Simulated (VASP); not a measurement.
Set up this calculation in VASP 6.6.1, as the native input.

```yaml
Task: single point
Functional: PBE
Potentials_or_basis: VASP PAW PBE potentials, release 64 (Cu, Nb_sv, S)
Cutoff: 520 eV
k_mesh: 6 × 6 × 6
Occupations: gaussian, width 0.05 eV
Spin: collinear spin
Starting_moments: "[0.0, 2.0, 0.0, 0.0] μB"
Hubbard_terms: Nb d U = 8.0 eV
Dipole_correction: no
Further_INCAR_settings: ALGO = Normal; EDIFF = 1e-07; NBANDS = 30
```

The structure of NbCuS2 lies in POSCAR:

```
NbCuS2
1.0
    1.8379937100      1.0611661600      6.6726185300
   -1.8379937100      1.0611661600      6.6726185300
    0.0000000000     -2.1223323200      6.6726185300
Cu Nb S
1 1 2
Direct
    0.5000000000      0.5000000000      0.5000000000
    0.0000000000      0.0000000000      0.0000000000
    0.2667000000      0.2667000000      0.2667000000
    0.7333000000      0.7333000000      0.7333000000
```

The input as run:

INCAR

```
PREC = Accurate
ENCUT = 520
EDIFF = 1E-7
ISMEAR = 0
SIGMA = 0.05
LREAL = F
LASPH = T
NELM = 150
ALGO = Normal
ISIF = 2
LWAVE = F
LCHARG = F
ISPIN = 2
MAGMOM = 0 2 0 0
LORBIT = 11
LMAXMIX = 4
LDAU = T
LDAUTYPE = 2
LDAUL = -1 2 -1
LDAUU = 0 8 0
LDAUJ = 0 0 0
LDAUPRINT = 1
GGA = PE
NBANDS = 30
```

KPOINTS

```
regular mesh
0
Gamma
  6 6 6
```

Potentials or basis: VASP PAW PBE potentials, release 64 (Cu, Nb_sv, S).

Launch:

```bash
$ cat potpaw_PBE.64/Cu/POTCAR potpaw_PBE.64/Nb_sv/POTCAR potpaw_PBE.64/S/POTCAR > POTCAR
$ mpirun -np 1 vasp_std > vasp.out
```

Results of the run:

```json
{"Pressure": "3.5 GPa", "Largest force": "2.598 eV/Å", "Band gap on the k mesh": "zero (filled and empty bands overlap)", "Net moment": "2.00 μB per cell", "Site moments": "Cu +0.07; Nb +1.43; S -0.04 μB", "Valence electrons inside the program's atomic spheres": "Cu 9.69; Nb 10.27; S 3.77"}
```

Caveat: the cell stands under pressure; a cell with one magnetic atom can't hold antiferromagnetic order, which such compounds often take; forces of over 1 eV/Å act on the atoms, so gaps and moduli don't describe the material at rest.

Wall time 26 min on 1 thread of Intel(R) Xeon(R) Platinum 8259CL CPU @ 2.50GHz (Skylake/Cascade Lake), with other jobs on the host, peak memory 0.59 GiB.
